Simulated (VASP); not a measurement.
# Si2C (P4/mmm) in VASP: a series of runs, part 2 of 2

VASP 6.6.1.

## (4) Single point, PBE

This run uses another cell than the first one, of 13.13 Å³/atom, 1.107 times its volume.

File INCAR:

```
  PREC = Accurate
  ENCUT = 520
  EDIFF = 1E-6
  ISMEAR = 0
  SIGMA = 0.1
  LREAL = F
  LASPH = T
  NELM = 100
  ALGO = Normal
  ISIF = 2
  LWAVE = F
  LCHARG = F
  GGA = PE
  NBANDS = 13
```

File KPOINTS:

```
regular mesh
0
Gamma
  6 6 4
```

File POSCAR:

```
Si2C
1.0
    2.6686336500      0.0000000000      0.0000000000
    0.0000000000      2.6686336500      0.0000000000
    0.0000000000      0.0000000000      5.5321828000
Si C
2 1
Direct
    0.5000000000      0.5000000000      0.2843227100
    0.5000000000      0.5000000000      0.7156772900
    0.0000000000      0.0000000000      0.0000000000
```

Potentials or basis: VASP PAW PBE potentials, release 64 (Si, C).

Run with:

```sh
$ cat potpaw_PBE.64/Si/POTCAR potpaw_PBE.64/C/POTCAR > POTCAR
$ mpirun -np 1 vasp_std > vasp.out
```

OUTCAR:

```text
PREC = Accurate
   ENCUT = 520
   EDIFF = 1E-6
   ISMEAR = 0
   LREAL = F
   LASPH = T
   NELM = 100
   ISIF = 2
   GGA = PE

 ion  position               nearest neighbor table
   1  0.500  0.500  0.284-   2 2.39   3 2.46   3 2.46   3 2.46   3 2.46   2 3.15
   2  0.500  0.500  0.716-   1 2.39   3 2.46   3 2.46   3 2.46   3 2.46   1 3.15
   3  0.000  0.000  0.000-   1 2.46   2 2.46   1 2.46   2 2.46   1 2.46   2 2.46   1 2.46   2 2.46

  LATTYP: Found a simple tetragonal cell.
 ALAT       =     2.6686336500
 C/A-ratio  =     2.0730394372

  Lattice vectors:

 A1 = (   2.6686336500,   0.0000000000,   0.0000000000)
 A2 = (   0.0000000000,   2.6686336500,   0.0000000000)
 A3 = (   0.0000000000,   0.0000000000,   5.5321828000)

Analysis of symmetry for initial positions (statically):
=====================================================================
 Subroutine PRICEL returns:
 Original cell was already a primitive cell.

 Routine SETGRP: Setting up the symmetry group for a
 simple tetragonal supercell.

 Subroutine GETGRP returns: Found 16 space group operations
 (whereof 16 operations were pure point group operations)
 out of a pool of 16 trial point group operations.

The static configuration has the point symmetry D_4h.

Analysis of symmetry for dynamics (positions and initial velocities):
=====================================================================
 Subroutine PRICEL returns:
 Original cell was already a primitive cell.

 Routine SETGRP: Setting up the symmetry group for a
 simple tetragonal supercell.

 Subroutine GETGRP returns: Found 16 space group operations
 (whereof 16 operations were pure point group operations)
 out of a pool of 16 trial point group operations.

The dynamic configuration has the point symmetry D_4h.

 Subroutine INISYM returns: Found 16 space group operations
 (whereof 16 operations are pure point group operations),
 and found     1 'primitive' translations
[... 125 lines left out ...]
   IVDW    =     0    specifies the selected vdW correction
   LEPSILON=     F    determine dielectric tensor
   LRPA    =     F    only Hartree local field effects (RPA)
 non-spin polarized calculation
 Gauss-broadening in eV      SIGMA  =   0.10
  energy-cutoff  :      520.00
  volume of cell :       39.40
 maximum number of plane-waves:      1088
 NGX is ok and might be reduce to    20
   NGX =  9   NGY =  9   NGZ = 21

 number of electron      12.0000001 magnetization

 Free energy of the ion-electron system (eV)
  ---------------------------------------------------
  ext. energy  EPLUGINS =         0.00000000
  ---------------------------------------------------
  free energy    TOTEN  =       -15.21110862 eV

  energy without entropy =      -15.20162738  energy(sigma->0) =      -15.20636800

 E-fermi :   8.3104     XC(G=0): -11.0636

 val. band max:        8.3063442717   @ k =   0.5000   0.0000   0.5000
 cond. band min:       8.3665196299   @ k =   0.5000   0.3333   0.5000
 fundamental gap:      0.0601753582
 Fermi energy:         8.3103963696

 k-point     1 :       0.0000    0.0000    0.0000
  band No.  band energies     occupation
      1      -6.5864      2.00000
      2      -1.7731      2.00000
      3      -1.3465      2.00000
      4       9.1070      0.00000
      5       9.1070      0.00000
      6       9.6365      0.00000
      7      10.4707      0.00000
      8      14.6776      0.00000
      9      14.7778      0.00000
     10      15.6899      0.00000
     11      15.6899      0.00000
     12      16.6225      0.00000
     13      16.6225      0.00000
[... 354 lines left out ...]
  band No.  band energies     occupation
      1      -2.5450      2.00000
      2      -0.4543      2.00000
      3       0.0165      2.00000
      4       1.5351      2.00000
      5       8.3063      1.04570
      6       8.4456      0.05581
      7       8.5311      0.00180
      8       8.6191      0.00001
      9      10.5873      0.00000
     10      16.9265      0.00000
     11      17.3205      0.00000
     12      18.2151      0.00000
     13      18.7999      0.00000

 [... further k-points ...]

------------------------ aborting loop because EDIFF is reached ----------------------------------------

  FORCE on cell =-STRESS in cart. coord.  units (eV):
  Direction    XX          YY          ZZ          XY          YZ          ZX
  --------------------------------------------------------------------------------------
  -------------------------------------------------------------------------------------
  Total       -1.4670110     -1.4670110     -4.1327721      0.0000000      0.0000000     -0.0000000
  in kB      -59.6581142    -59.6581142   -168.0651229      0.0000000      0.0000000     -0.0000000
  external PRESSURE =     -95.7937838 kB  Pullay stress =       0.0000000 kB

 VOLUME and BASIS-vectors are now :
 -----------------------------------------------------------------------------
  energy-cutoff  :      520.00
  volume of cell :       39.40
      direct lattice vectors                 reciprocal lattice vectors
     2.668633650  0.000000000  0.000000000     0.374723597  0.000000000  0.000000000
     0.000000000  2.668633650  0.000000000     0.000000000  0.374723597  0.000000000
     0.000000000  0.000000000  5.532182800     0.000000000  0.000000000  0.180760477

 POSITION                                       TOTAL-FORCE (eV/Angst)
 -----------------------------------------------------------------------------------
      1.33432      1.33432      1.57293        -0.000000     -0.000000     -1.946477
      1.33432      1.33432      3.95926         0.000000      0.000000      1.946477
      0.00000      0.00000      0.00000         0.000000     -0.000000      0.000000
 -----------------------------------------------------------------------------------
    total drift:                                0.000000      0.000000      0.000000

  FREE ENERGIE OF THE ION-ELECTRON SYSTEM (eV)
  ---------------------------------------------------
  free  energy   TOTEN  =       -15.2111086206 eV

  energy  without entropy=      -15.2016273828  energy(sigma->0) =      -15.20636800
```

OSZICAR:

```text
N       E                     dE             d eps       ncg     rms          rms(c)
DAV:   1     0.108928167284E+02    0.10893E+02   -0.51881E+03   780   0.810E+02
DAV:   2    -0.144430506008E+02   -0.25336E+02   -0.23449E+02  1031   0.108E+02
DAV:   3    -0.155227614667E+02   -0.10797E+01   -0.10656E+01  1015   0.191E+01
DAV:   4    -0.155301475566E+02   -0.73861E-02   -0.73769E-02   954   0.194E+00
DAV:   5    -0.155302197543E+02   -0.72198E-04   -0.72195E-04  1049   0.171E-01    0.450E+00
DAV:   6    -0.152938181369E+02    0.23640E+00   -0.20909E+00   912   0.664E+00    0.265E+00
DAV:   7    -0.152186432400E+02    0.75175E-01   -0.32220E-01   891   0.305E+00    0.154E+00
DAV:   8    -0.152121691453E+02    0.64741E-02   -0.41292E-02   918   0.121E+00    0.269E-01
DAV:   9    -0.152111285138E+02    0.10406E-02   -0.37784E-03   936   0.334E-01    0.127E-01
DAV:  10    -0.152111151392E+02    0.13375E-04   -0.40480E-04   915   0.138E-01    0.738E-02
DAV:  11    -0.152111096096E+02    0.55297E-05   -0.28290E-05   985   0.328E-02    0.226E-02
DAV:  12    -0.152111086206E+02    0.98898E-06   -0.78915E-06   996   0.161E-02
   1 F= -.15211109E+02 E0= -.15206368E+02  d E =-.948124E-02
```

stdout:

```text
POSCAR found type information on POSCAR SiC
 POSCAR found :  2 types and       3 ions
 scaLAPACK will be used
 LDA part: xc-table for (Slater+PW92), standard interpolation
 POSCAR, INCAR and KPOINTS ok, starting setup
 FFT: planning ... GRIDC
 FFT: planning ... GRID_SOFT
 FFT: planning ... GRID
 WAVECAR not read
 entering main loop
```

It took 6.4 s on 1 thread of Intel Xeon Platinum 8488C (Sapphire Rapids), shared host; peak memory 0.14 GiB.

What came out:

```
Free energy            : -15.2111 eV
Pressure               : -9.6 GPa
Largest force          : 1.946 eV/Å
Band gap on the k mesh : zero (band 6 reaches 9.73 eV, above the bottom of band 7 at 5.80 eV)
```

Forces on the atoms (eV/Å):
```
Si   0.000  0.000 -1.946
Si   0.000  0.000  1.946
C    0.000  0.000  0.000
```

Stress tensor (GPa, compression positive):
```
 -5.97   0.00   0.00
  0.00  -5.97   0.00
  0.00   0.00 -16.81
```

Caveat: the k points lie up to 0.39 Å⁻¹ apart; forces of over 1 eV/Å act on the atoms, so gaps and moduli don't describe the material at rest.

## (5) Summary

```tsv
task	cell	cutoff (eV)	gap on the mesh (eV)	pressure (GPa)
single point	a = 2.730, b = 2.730, c = 4.774 Å, 3 atoms	520	none	0.0
relaxation of cell and atoms	relaxed from a = 2.669, b = 2.669, c = 5.532 Å, 3 atoms	600	none	0.1
single point	a = 2.669, b = 2.669, c = 5.532 Å, 3 atoms	520	none	-9.6
```

Alike in all rows: level PBE; potentials or basis VASP PAW PBE potentials, release 64 (Si, C); no spin polarisation; k mesh 6 × 6 × 4; smearing gaussian 0.1 eV.

Caveats: all runs use coarse meshes; forces of over 1 eV/Å act on the atoms, so gaps and moduli don't describe the material at rest (some runs).

Absolute energies hang on the potentials; compare differences alone.
